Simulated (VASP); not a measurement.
# MoS2 (P6_3/mmc) in VASP: relaxation of cell and atoms with PBE+D3(BJ)

Aim: the relaxation of cell and atoms of MoS2 with PBE+D3(BJ).

Everything below comes from runs of VASP 6.6.1. Logs are shortened: lines on timing, memory, paths and dates and some standing lists are left out, and cuts for length are marked.

### Step 1. The cell of the first run

The structure is hexagonal, space group P6_3/mmc (No. 194). Conventional cell: a = 3.192 Å, b = 3.192 Å, c = 13.378 Å, α = 90.00°, β = 90.00°, γ = 120.00°. Within 3.2 Å of Mo (site symmetry -6m2) lie 6 S at 2.42 Å and 6 Mo at 3.19 Å. Within 3.2 Å of S (site symmetry 3m) lie 3 Mo at 2.42 Å and 7 S at 3.13 to 3.19 Å.

### Step 2. Relaxation of cell and atoms, PBE+D3(BJ)

The input, INCAR:

```
SYSTEM = MoS2
PREC = Accurate
ENCUT = 600
EDIFF = 1E-6
ISMEAR = -1
SIGMA = 0.02
LREAL = .FALSE.
LASPH = .TRUE.
NELM = 80
ALGO = Normal
ISIF = 3
LWAVE = .FALSE.
LCHARG = .FALSE.
GGA = PE
IVDW = 12
IBRION = 2
NSW = 80
EDIFFG = -0.005
```

The input, KPOINTS:

```
Automatic mesh
0
G
  12 12 2
  0 0 0
```

The input, POSCAR:

```
MoS2
1.0
    3.1922379100      0.0000000000      0.0000000000
   -1.5961189600      2.7645591300      0.0000000000
    0.0000000000      0.0000000000     13.3782940000
Mo S
2 4
Direct
    0.6666666700      0.3333333300      0.2500000000
    0.3333333300      0.6666666700      0.7500000000
    0.6666666700      0.3333333300      0.6330820000
    0.3333333300      0.6666666700      0.3669180000
    0.6666666700      0.3333333300      0.8669180000
    0.3333333300      0.6666666700      0.1330820000
```

Potentials or basis: VASP PAW PBE potentials, release 64 (Mo_sv, S).

On the command line:

```
> cat potpaw_PBE.64/Mo_sv/POTCAR potpaw_PBE.64/S/POTCAR > POTCAR
> mpirun -np 1 vasp_std > vasp.out
```

OUTCAR:

```text
SYSTEM = MoS2
   PREC = Accurate
   ENCUT = 600
   EDIFF = 1E-6
   ISMEAR = -1
   LREAL = .FALSE.
   LASPH = .TRUE.
   NELM = 80
   ISIF = 3
   GGA = PE
   IVDW = 12
   IBRION = 2
   NSW = 80
   EDIFFG = -0.005
 IVDW          = 12

 ion  position               nearest neighbor table
   1  0.667  0.333  0.250-   4 2.42   6 2.42   4 2.42   6 2.42   4 2.42   6 2.42
   2  0.333  0.667  0.750-   3 2.42   5 2.42   3 2.42   5 2.42   3 2.42   5 2.42
   3  0.667  0.333  0.633-   2 2.42   2 2.42   2 2.42
   4  0.333  0.667  0.367-   1 2.42   1 2.42   1 2.42
   5  0.667  0.333  0.867-   2 2.42   2 2.42   2 2.42
   6  0.333  0.667  0.133-   1 2.42   1 2.42   1 2.42

  LATTYP: Found a hexagonal cell.
 ALAT       =     3.1922379100
 C/A-ratio  =     4.1908825022

  Lattice vectors:

 A1 = (   3.1922379100,   0.0000000000,   0.0000000000)
 A2 = (  -1.5961189600,   2.7645591300,   0.0000000000)
 A3 = (   0.0000000000,   0.0000000000,  13.3782940000)

Analysis of symmetry for initial positions (statically):
=====================================================================
 Subroutine PRICEL returns:
 Original cell was already a primitive cell.

 Routine SETGRP: Setting up the symmetry group for a
 hexagonal supercell.

 Subroutine GETGRP returns: Found 24 space group operations
 (whereof 12 operations were pure point group operations)
 out of a pool of 24 trial point group operations.

The static configuration has the point symmetry D_3d.
 The point group associated with its full space group is D_6h.

Analysis of symmetry for dynamics (positions and initial velocities):
=====================================================================
 Subroutine PRICEL returns:
 Original cell was already a primitive cell.

 Routine SETGRP: Setting up the symmetry group for a
 hexagonal supercell.

 Subroutine GETGRP returns: Found 24 space group operations
 (whereof 12 operations were pure point group operations)
 out of a pool of 24 trial point group operations.

The dynamic configuration has the point symmetry D_3d.
 The point group associated with its full space group is D_6h.

 Subroutine INISYM returns: Found 24 space group operations
 (whereof 12 operations are pure point group operations),
 and found     1 'primitive' translations

----------------------------------------------------------------------------------------

                                     Primitive cell

  volume of cell :     118.0652

  direct lattice vectors                    reciprocal lattice vectors
[... 92 lines left out ...]
   LASPH  =      T    aspherical Exc in radial PAW
   ENCUT  =  600.0 eV  44.10 Ry    6.64 a.u.   6.38  6.38 26.72*2*pi/ulx,y,z
   NELM   =     80;   NELMIN=  2; NELMDL= -5     # of ELM steps
   EDIFF  = 0.1E-05   stopping-criterion for ELM
   LREAL  =      F    real-space projection
   EDIFFG = -.5E-02   stopping-criterion for IOM
   NSW    =     80    number of steps for IOM
   IBRION =      2    ionic relax: 0-MD 1-quasi-New 2-CG
   NFREE  =      1    steps in history (QN), initial steepest desc. (CG)
   ISIF   =      3    stress and relaxation
   ISYM   =      2    0-nonsym 1-usesym 2-fastsym
   POTIM  = 0.5000    time-step for ionic-motion
   TEBEG  =    0.0;   TEEND  =   0.0 temperature during run
   PSTRESS=    0.0 pullay stress
   NELECT =      52.0000    total number of electrons
   NUPDOWN=      -1.0000    fix difference up-down
   EMIN   =  10.00;   EMAX   =-10.00  energy-range for DOS
   EFERMI =   0.00;   METHOD = LEGACY
   ISMEAR =    -1;   SIGMA  =   0.02  broadening in eV -4-tet -1-fermi 0-gaus
   EFERMI_NEDOS =   21; number of points for ismear=-14 and -15
   IALGO  =     38    algorithm
   IMIX   =      4    mixing-type and parameters
     AMIX     =   0.40;   BMIX     =  1.00
     AMIX_MAG =   1.60;   BMIX_MAG =  1.00
  volume/ion in A,a.u.               =      19.68       132.79
  Fermi-wavevector in a.u.,A,eV,Ry     =   1.245571  2.353789 21.108736  1.551448
  Thomas-Fermi vector in A             =   2.379788
   LORBIT       =      0    0 simple, 1 ext, 2 COOP (PROOUT), +10 PAW based schemes
   GGA     = PE    functional components
   LHFCALC =     F    Hartree Fock is set to
   AEXX    =    0.0000 exact exchange contribution
   IVDW    =    12    specifies the selected vdW correction
   LEPSILON=     F    determine dielectric tensor
   LRPA    =     F    only Hartree local field effects (RPA)
 conjugate gradient relaxation of ions
 non-spin polarized calculation
  energy-cutoff  :      600.00
  volume of cell :      118.07
 maximum number of plane-waves:      3981
 NGX is ok and might be reduce to    28
   NGX = 13   NGY = 13   NGZ = 53

--------------------------------------- Ionic step        1  -------------------------------------------

 number of electron      52.0000000 magnetization

 Free energy of the ion-electron system (eV)
  ---------------------------------------------------
  ext. energy  EPLUGINS =         0.00000000
  ---------------------------------------------------
  free energy    TOTEN  =       -43.70139879 eV

  energy without entropy =      -43.70139879  energy(sigma->0) =      -43.70139879

------------------------ aborting loop because EDIFF is reached ----------------------------------------

 Edisp (eV)   -2.30990

 E8    (eV) :    -0.9342
[... 117 lines left out ...]
  FREE ENERGIE OF THE ION-ELECTRON SYSTEM (eV)
  ---------------------------------------------------
  free  energy   TOTEN  =       -46.0499552715 eV

  energy  without entropy=      -46.0499552715  energy(sigma->0) =      -46.04995527

[... ionic steps 4 to 16 ...]

--------------------------------------- Ionic step       17  -------------------------------------------

 number of electron      51.9999999 magnetization

------------------------ aborting loop because EDIFF is reached ----------------------------------------
[... 83 lines left out ...]
--------------------------------------- Ionic step       19  -------------------------------------------

 number of electron      51.9999998 magnetization

 Free energy of the ion-electron system (eV)
  ---------------------------------------------------
  ext. energy  EPLUGINS =         0.00000000
  ---------------------------------------------------
  free energy    TOTEN  =       -43.55039254 eV

  energy without entropy =      -43.55039254  energy(sigma->0) =      -43.55039254

 E-fermi :   8.3230     XC(G=0): -11.0133

 val. band max:        7.9461250669   @ k =   0.0000   0.0000   0.0000
 cond. band min:       8.7489180869   @ k =   0.1667   0.1667   0.0000
 fundamental gap:      0.8027930200
 Fermi energy:         8.3229691658

 k-point     1 :       0.0000    0.0000    0.0000
  band No.  band energies     occupation
      1     -53.5908      2.00000
      2     -53.5908      2.00000
      3     -27.7560      2.00000
      4     -27.7559      2.00000
      5     -27.5138      2.00000
      6     -27.5138      2.00000
[... 805 lines left out ...]
     30       9.6279      0.00000
     31      10.9032      0.00000

 [... further k-points ...]

------------------------ aborting loop because EDIFF is reached ----------------------------------------

 Edisp (eV)   -2.62512

 E8    (eV) :    -1.0585
[... 29 lines left out ...]
  FREE ENERGIE OF THE ION-ELECTRON SYSTEM (eV)
  ---------------------------------------------------
  free  energy   TOTEN  =       -46.1755109000 eV

  energy  without entropy=      -46.1755108999  energy(sigma->0) =      -46.17551090

 reached required accuracy - stopping structural energy minimisation
```

OSZICAR:

```text
N       E                     dE             d eps       ncg     rms          rms(c)
DAV:   1     0.485614933333E+03    0.48561E+03   -0.31806E+04  2644   0.176E+03
DAV:   2    -0.168521192205E+02   -0.50247E+03   -0.49056E+03  2848   0.413E+02
DAV:   3    -0.459926620191E+02   -0.29141E+02   -0.28953E+02  3000   0.843E+01
DAV:   4    -0.467395381968E+02   -0.74688E+00   -0.74480E+00  2927   0.132E+01
[... 184 lines left out ...]
DAV:   1    -0.435504029589E+02   -0.45633E-03   -0.10289E-03  2384   0.205E-01    0.615E-02
DAV:   2    -0.435503975887E+02    0.53702E-05   -0.12569E-04  2759   0.643E-02    0.196E-02
DAV:   3    -0.435503946592E+02    0.29295E-05   -0.40125E-05  2286   0.283E-02    0.165E-02
DAV:   4    -0.435503931072E+02    0.15520E-05   -0.51647E-06  2311   0.141E-02    0.543E-03
DAV:   5    -0.435503925371E+02    0.57012E-06   -0.18351E-06  1822   0.761E-03
  19 F= -.46175511E+02 E0= -.46175511E+02  d E =-.119141E-04
```

CONTCAR:

```text
MoS2
   1.00000000000000
     3.1487894468520099    0.0000000000837200    0.0000000000000000
    -1.5743947282854478    2.7269316569028366   -0.0000000000000000
     0.0000000000000000   -0.0000000000000000   12.0937960077222861
  Mo              S
     2     4
Direct
     0.6666666699999979    0.3333333300000021    0.2500000000000000
     0.3333333300000021    0.6666666699999979    0.7500000000000000
     0.6666666699999979    0.3333333300000021    0.6205743115837581
     0.3333333300000021    0.6666666699999979    0.3794256884162417
     0.6666666699999979    0.3333333300000021    0.8794256884162419
     0.3333333300000021    0.6666666699999979    0.1205743115837583

  0.00000000E+00  0.00000000E+00  0.00000000E+00
  0.00000000E+00  0.00000000E+00  0.00000000E+00
  0.00000000E+00  0.00000000E+00  0.00000000E+00
  0.00000000E+00  0.00000000E+00  0.00000000E+00
  0.00000000E+00  0.00000000E+00  0.00000000E+00
  0.00000000E+00  0.00000000E+00  0.00000000E+00
```

Wall time 15 min (1 thread of AMD EPYC 9R45 (Zen 5), shared host); peak memory 0.37 GiB.

Results:

```yaml
Free_energy: -46.1755 eV
Relaxed_volume: 17.31 Å³/atom
Relaxed_cell: a = 3.149 Å, b = 3.149 Å, c = 12.094 Å, α = 90.00°, β = 90.00°, γ = 120.00°
Space_group_after_relaxing_to_0.1_Å: P6_3/mmc (No. 194)
Energy_gained_by_relaxing: 27.4 meV/atom
Ionic_steps: 19
Pressure_after_relaxing: 0.0 GPa
Band_gap_on_the_k_mesh: 0.80 eV (least direct gap 1.71 eV)
Dispersion_energy_per_atom: -0.438 eV
```

Step by step:
```tsv
step	energy change (eV)	largest force (eV/Å)	pressure (GPa)	volume (Å³)
1	0.0000	0.1196	-3.80	118.07
2	0.0608	1.1410	6.57	110.27
3	-0.0387	0.3364	-0.18	114.99
4	-0.0531	0.1660	-0.17	113.90
5	-0.0549	0.0805	-0.16	113.34
6	-0.0695	0.0939	-0.05	112.32
7	-0.1101	0.1431	0.47	109.24
8	-0.1522	0.2704	2.30	103.13
9	-0.1597	0.1453	1.45	103.06
10	-0.1630	0.0331	0.27	102.95
11	-0.1631	0.0094	0.42	102.97
12	-0.1634	0.0065	0.38	103.09
13	-0.1640	0.0027	0.21	103.47
14	-0.1639	0.0208	-0.12	104.22
15	-0.1642	0.0107	0.07	103.79
16	-0.1642	0.0112	0.08	103.81
17	-0.1641	0.0160	-0.03	104.02
18	-0.1642	0.0117	0.06	103.83
19	-0.1642	0.0006	-0.02	103.84
```

Final structure:
```
Mo S
1.0
     3.14879    0.00000    0.00000
    -1.57439    2.72693    0.00000
     0.00000    0.00000   12.09380
Mo S
2 4
Direct
  0.66667 0.33333 0.25000
  0.33333 0.66667 0.75000
  0.66667 0.33333 0.62057
  0.33333 0.66667 0.37943
  0.66667 0.33333 0.87943
  0.33333 0.66667 0.12057
```

Levels at points of the mesh, in eV from the valence-band top:
```tsv
k point	band 24	band 25	band 26	band 27	band 28	band 29
(0.00, 0.00, 0.00)	-1.27	-1.11	0.00	2.10	2.10	2.13
(0.50, 0.00, 0.00)	-1.52	-1.49	-1.33	1.62	1.68	2.00
(0.00, 0.00, 0.50)	-2.18	-0.27	-0.27	2.10	2.10	2.10
(0.50, 0.00, 0.50)	-1.65	-1.40	-1.40	1.65	1.65	2.17
```

A k mesh can miss the band edges.
